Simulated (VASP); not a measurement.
Input of a VASP 6.6.1 run:

Contents of INCAR:

```
SYSTEM = Ag
PREC = Accurate ; ENCUT = 520
EDIFF = 1E-6 ; ISMEAR = -1
SIGMA = 0.08 ; LREAL = .FALSE.
LASPH = .TRUE. ; NELM = 60
ALGO = Normal ; ISIF = 2
LWAVE = .FALSE. ; LCHARG = .FALSE.
GGA = CA ; NBANDS = 30
```

File KPOINTS:

```
Automatic mesh
0
G
  14 14 4
  0 0 0
```

The input POSCAR:

```
Ag
1.0
    2.8471914389      0.0000000000      0.0000000000
   -1.4235957195      2.4657401156      0.0000000000
    0.0000000000      0.0000000000      9.8648482973
Ag
4
Direct
    0.3333333333      0.6666666667      0.2500000000
    0.6666666667      0.3333333333      0.7500000000
    0.0000000000      0.0000000000      0.0000000000
    0.0000000000      0.0000000000      0.5000000000
```

Potentials or basis: VASP PAW LDA potentials, release 64 (Ag).

Run with:

```console
$ cat potpaw_LDA.64/Ag/POTCAR > POTCAR
$ mpirun -np 1 vasp_std > vasp.out
```

Task: Estimate the pressure.

Result: -7.9 GPa.

Task: What does it give for the band gap on the k mesh?

Result: Zero (bands 22 and 23 overlap by 6.14 eV).

Stress tensor (GPa, compression positive):
```
 -6.31   0.00   0.00
  0.00  -6.31   0.00
  0.00   0.00 -11.12
```

Caveat: the cell stands under tension.
